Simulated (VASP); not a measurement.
# Ca (Pm-3m) in VASP: notebook

Runs on Ca. Level: PBE. Tasks: single point, relaxation of cell and atoms.

Everything below comes from runs of VASP 6.6.1. Logs are shortened: lines on timing, memory, paths and dates and some standing lists are left out, and cuts for length are marked.

### 1 The cell of the first run

The structure is cubic, space group Pm-3m (No. 221). The conventional cell has a = 2.557 Å, b = 2.557 Å, c = 2.557 Å, α = 90.00°, β = 90.00°, γ = 90.00°. Ca (site symmetry m-3m) has 6 Ca at 2.56 Å within 3.4 Å.

This isn't the form of Ca at room conditions, which is fcc.

### 2 Single point, PBE

Input file INCAR:

```
PREC = Accurate ; ENCUT = 520
EDIFF = 1E-7 ; ISMEAR = -1
SIGMA = 0.1 ; LREAL = F
LASPH = T ; NELM = 60
ALGO = Normal ; ISIF = 2
LWAVE = F ; LCHARG = F
GGA = PE ; NBANDS = 11
```

Input file KPOINTS:

```
regular mesh
0
Gamma
  14 14 14
```

Input file POSCAR:

```
Ca
1.0
    2.5567180520      0.0000000000      0.0000000000
    0.0000000000      2.5567180520      0.0000000000
    0.0000000000      0.0000000000      2.5567180520
Ca
1
Direct
    0.0000000000      0.0000000000      0.0000000000
```

Potentials or basis: VASP PAW PBE potentials, release 64 (Ca_sv).

Run with:

```
> cat potpaw_PBE.64/Ca_sv/POTCAR > POTCAR
> mpirun -np 1 vasp_std > vasp.out
```

OUTCAR:

```text
PREC = Accurate
   ENCUT = 520
   EDIFF = 1E-7
   ISMEAR = -1
   LREAL = F
   LASPH = T
   NELM = 60
   ISIF = 2
   GGA = PE

 ion  position               nearest neighbor table
   1  0.000  0.000  0.000-

  LATTYP: Found a simple cubic cell.
 ALAT       =     2.5567180520

  Lattice vectors:

 A1 = (   2.5567180520,   0.0000000000,   0.0000000000)
 A2 = (   0.0000000000,   2.5567180520,   0.0000000000)
 A3 = (   0.0000000000,   0.0000000000,   2.5567180520)

Analysis of symmetry for initial positions (statically):
=====================================================================
 Subroutine PRICEL returns:
 Original cell was already a primitive cell.

 Routine SETGRP: Setting up the symmetry group for a
 simple cubic supercell.

 Subroutine GETGRP returns: Found 48 space group operations
 (whereof 48 operations were pure point group operations)
 out of a pool of 48 trial point group operations.

The static configuration has the point symmetry O_h .

Analysis of symmetry for dynamics (positions and initial velocities):
=====================================================================
 Subroutine PRICEL returns:
 Original cell was already a primitive cell.

 Routine SETGRP: Setting up the symmetry group for a
 simple cubic supercell.

 Subroutine GETGRP returns: Found 48 space group operations
 (whereof 48 operations were pure point group operations)
 out of a pool of 48 trial point group operations.

The dynamic configuration has the point symmetry O_h .

 Subroutine INISYM returns: Found 48 space group operations
 (whereof 48 operations are pure point group operations),
 and found     1 'primitive' translations

----------------------------------------------------------------------------------------

                                     Primitive cell

  volume of cell :      16.7128

  direct lattice vectors                    reciprocal lattice vectors
     2.556718052  0.000000000  0.000000000     0.391126428  0.000000000  0.000000000
     0.000000000  2.556718052  0.000000000     0.000000000  0.391126428  0.000000000
     0.000000000  0.000000000  2.556718052     0.000000000  0.000000000  0.391126428

  length of vectors
     2.556718052  2.556718052  2.556718052     0.391126428  0.391126428  0.391126428

  position of ions in fractional coordinates (direct lattice)
     0.000000000  0.000000000  0.000000000

  ion indices of the primitive-cell ions
   primitive index   ion index
                 1           1

----------------------------------------------------------------------------------------

 KPOINTS: regular mesh

Automatic generation of k-mesh.
 Grid dimensions read from file:
 generate k-points for:   14   14   14

 Generating k-lattice:

  Cartesian coordinates                     Fractional coordinates (reciprocal lattice)
     0.027937602  0.000000000  0.000000000     0.071428571  0.000000000  0.000000000
     0.000000000  0.027937602  0.000000000     0.000000000  0.071428571  0.000000000
     0.000000000  0.000000000  0.027937602     0.000000000  0.000000000  0.071428571

  Length of vectors
     0.027937602  0.027937602  0.027937602

  Shift w.r.t. Gamma in fractional coordinates (k-lattice)
     0.000000000  0.000000000  0.000000000

 Subroutine IBZKPT returns following result:
 ===========================================

 Found    120 irreducible k-points:

 Following reciprocal coordinates:
            Coordinates               Weight
  0.000000  0.000000  0.000000      1.000000
  0.071429  0.000000  0.000000      6.000000
  0.142857  0.000000  0.000000      6.000000
  0.214286  0.000000  0.000000      6.000000
  0.285714  0.000000  0.000000      6.000000
  0.357143  0.000000  0.000000      6.000000
[... 16 lines left out ...]
  0.285714  0.214286  0.000000     24.000000
  0.357143  0.214286  0.000000     24.000000
 [... further k-points ...]
   k-points           NKPTS =    120   k-points in BZ     NKDIM =    120   number of bands    NBANDS=     11
   number of dos      NEDOS =    301   number of ions     NIONS =      1
   total plane-waves  NPLWV =   8000
   dimension x,y,z NGX =    20 NGY =   20 NGZ =   20
   dimension x,y,z NGXF=    40 NGYF=   40 NGZF=   40
   ions per type =               1
   NGX,Y,Z   is equivalent  to a cutoff of  13.00, 13.00, 13.00 a.u.
   NGXF,Y,Z  is equivalent  to a cutoff of  26.01, 26.01, 26.01 a.u.
 SYSTEM =  unknown system
   PREC   = accura    normal or accurate (medium, high low for compatibility)
   ISTART =      0    job   : 0-new  1-cont  2-samecut
   ICHARG =      2    charge: 1-file 2-atom 10-const
   ISPIN  =      1    spin polarized calculation?
   LNONCOLLINEAR =      F non collinear calculations
   LSORBIT =      F    spin-orbit coupling
   LASPH  =      T    aspherical Exc in radial PAW
   ENCUT  =  520.0 eV  38.22 Ry    6.18 a.u.   4.75  4.75  4.75*2*pi/ulx,y,z
   NELM   =     60;   NELMIN=  2; NELMDL= -5     # of ELM steps
   EDIFF  = 0.1E-06   stopping-criterion for ELM
   LREAL  =      F    real-space projection
   EDIFFG = 0.1E-05   stopping-criterion for IOM
   NSW    =      0    number of steps for IOM
   IBRION =     -1    ionic relax: 0-MD 1-quasi-New 2-CG
   NFREE  =      0    steps in history (QN), initial steepest desc. (CG)
   ISIF   =      2    stress and relaxation
   ISYM   =      2    0-nonsym 1-usesym 2-fastsym
   POTIM  = 0.5000    time-step for ionic-motion
   TEBEG  =    0.0;   TEEND  =   0.0 temperature during run
   PSTRESS=    0.0 pullay stress
   NELECT =      10.0000    total number of electrons
   NUPDOWN=      -1.0000    fix difference up-down
   EMIN   =  10.00;   EMAX   =-10.00  energy-range for DOS
   EFERMI =   0.00;   METHOD = LEGACY
   ISMEAR =    -1;   SIGMA  =   0.10  broadening in eV -4-tet -1-fermi 0-gaus
   EFERMI_NEDOS =   21; number of points for ismear=-14 and -15
   IALGO  =     38    algorithm
   IMIX   =      4    mixing-type and parameters
     AMIX     =   0.40;   BMIX     =  1.00
     AMIX_MAG =   1.60;   BMIX_MAG =  1.00
  volume/ion in A,a.u.               =      16.71       112.78
  Fermi-wavevector in a.u.,A,eV,Ry     =   1.379512  2.606899 25.892594  1.903052
  Thomas-Fermi vector in A             =   2.504474
   LORBIT       =      0    0 simple, 1 ext, 2 COOP (PROOUT), +10 PAW based schemes
   GGA     = PE    functional components
   LHFCALC =     F    Hartree Fock is set to
   AEXX    =    0.0000 exact exchange contribution
   IVDW    =     0    specifies the selected vdW correction
   LEPSILON=     F    determine dielectric tensor
   LRPA    =     F    only Hartree local field effects (RPA)
 non-spin polarized calculation
  energy-cutoff  :      520.00
  volume of cell :       16.71
 maximum number of plane-waves:       468
 NGX is ok and might be reduce to    20
   NGX =  9   NGY =  9   NGZ =  9

 number of electron      10.0000001 magnetization

 Free energy of the ion-electron system (eV)
  ---------------------------------------------------
  ext. energy  EPLUGINS =         0.00000000
  ---------------------------------------------------
  free energy    TOTEN  =         0.55954849 eV

  energy without entropy =        0.57637257  energy(sigma->0) =        0.56796053

 E-fermi :   7.0078     XC(G=0): -11.2874

 val. band max:        6.9592248990   @ k =   0.4286   0.1429   0.0714
 cond. band min:       7.0087236622   @ k =   0.5000   0.5000   0.3571
 fundamental gap:      0.0494987632
 Fermi energy:         7.0078426352

 k-point     1 :       0.0000    0.0000    0.0000
  band No.  band energies     occupation
      1     -34.6199      2.00000
      2     -13.9777      2.00000
      3     -13.9777      2.00000
      4     -13.9777      2.00000
      5       2.9291      2.00000
      6       6.9060      1.46938
      7       6.9060      1.46938
      8      15.2925      0.00000
      9      15.2925      0.00000
     10      15.2925      0.00000
     11      24.9543      0.00000

 k-point     2 :       0.0714    0.0000    0.0000
  band No.  band energies     occupation
      1     -34.5942      2.00000
      2     -14.1439      2.00000
      3     -13.9638      2.00000
      4     -13.9638      2.00000
      5       3.1063      2.00000
      6       6.9591      1.23923
      7       7.1024      0.55967
      8      15.0443      0.00000
      9      15.0443      0.00000
     10      15.3095      0.00000
     11      24.0815      0.00000

 k-point     3 :       0.1429    0.0000    0.0000
  band No.  band energies     occupation
      1     -34.5214      2.00000
      2     -14.5918      2.00000
      3     -13.9245      2.00000
      4     -13.9245      2.00000
      5       3.5874      2.00000
      6       7.1116      0.52329
      7       7.6561      0.00305
      8      14.4139      0.00000
      9      14.4139      0.00000
     10      15.3576      0.00000
     11      22.4102      0.00000

 k-point     4 :       0.2143    0.0000    0.0000
  band No.  band energies     occupation
      1     -34.4138      2.00000
      2     -15.2001      2.00000
      3     -13.8672      2.00000
      4     -13.8672      2.00000
      5       4.2702      2.00000
      6       7.3430      0.06771
      7       8.4273      0.00000
      8      13.6238      0.00000
      9      13.6238      0.00000
     10      15.4279      0.00000
     11      20.8315      0.00000
[... 239 lines left out ...]
 k-point    22 :       0.2143    0.2143    0.0000
  band No.  band energies     occupation
      1     -34.2132      2.00000
      2     -15.1083      2.00000
      3     -14.9713      2.00000
      4     -13.7606      2.00000
      5       5.2932      2.00000
      6       8.0785      0.00004
      7       9.4894      0.00000
      8      12.1107      0.00000
      9      13.6378      0.00000
     10      14.1241      0.00000
     11      21.7011      0.00000

 k-point    23 :       0.2857    0.2143    0.0000
  band No.  band energies     occupation
      1     -34.0937      2.00000
      2     -15.6562      2.00000
      3     -14.9393      2.00000
      4     -13.6985      2.00000
      5       5.7620      1.99999
      6       8.1592      0.00002
      7      10.0986      0.00000
      8      12.0407      0.00000
      9      13.0937      0.00000
     10      14.0831      0.00000
     11      20.6404      0.00000

 k-point    24 :       0.3571    0.2143    0.0000
  band No.  band energies     occupation
      1     -33.9828      2.00000
      2     -16.1734      2.00000
      3     -14.8568      2.00000
      4     -13.6417      2.00000
      5       6.1199      1.99972
      6       8.1661      0.00002
      7      10.2373      0.00000
      8      12.5321      0.00000
      9      12.6285      0.00000
     10      14.1810      0.00000
     11      19.7509      0.00000

 [... further k-points ...]

------------------------ aborting loop because EDIFF is reached ----------------------------------------

  FORCE on cell =-STRESS in cart. coord.  units (eV):
  Direction    XX          YY          ZZ          XY          YZ          ZX
  --------------------------------------------------------------------------------------
  -------------------------------------------------------------------------------------
  Total        5.4266874      5.4266874      5.4266874      0.0000000      0.0000000      0.0000000
  in kB      520.2317785    520.2317785    520.2317785      0.0000000      0.0000000      0.0000000
  external PRESSURE =     520.2317785 kB  Pullay stress =       0.0000000 kB

 VOLUME and BASIS-vectors are now :
 -----------------------------------------------------------------------------
  energy-cutoff  :      520.00
  volume of cell :       16.71
      direct lattice vectors                 reciprocal lattice vectors
     2.556718052  0.000000000  0.000000000     0.391126428  0.000000000  0.000000000
     0.000000000  2.556718052  0.000000000     0.000000000  0.391126428  0.000000000
     0.000000000  0.000000000  2.556718052     0.000000000  0.000000000  0.391126428

 POSITION                                       TOTAL-FORCE (eV/Angst)
 -----------------------------------------------------------------------------------
      0.00000      0.00000      0.00000         0.000000      0.000000      0.000000
 -----------------------------------------------------------------------------------
    total drift:                                0.000000      0.000000      0.000000

  FREE ENERGIE OF THE ION-ELECTRON SYSTEM (eV)
  ---------------------------------------------------
  free  energy   TOTEN  =         0.5595484908 eV

  energy  without entropy=        0.5763725741  energy(sigma->0) =        0.56796053
```

Wall time 12 s (1 thread of Intel Xeon Platinum 8375C at 2.90GHz (Ice Lake), shared host); peak memory 0.13 GiB.

What came out:

```yaml
Free_energy: 0.5595 eV
Pressure: 52.0 GPa
Band_gap_on_the_k_mesh: zero (bands 5 and 6 overlap by 1.40 eV)
```

Caveat: the cell stands under pressure.

(Continued in part 2 of 2.)
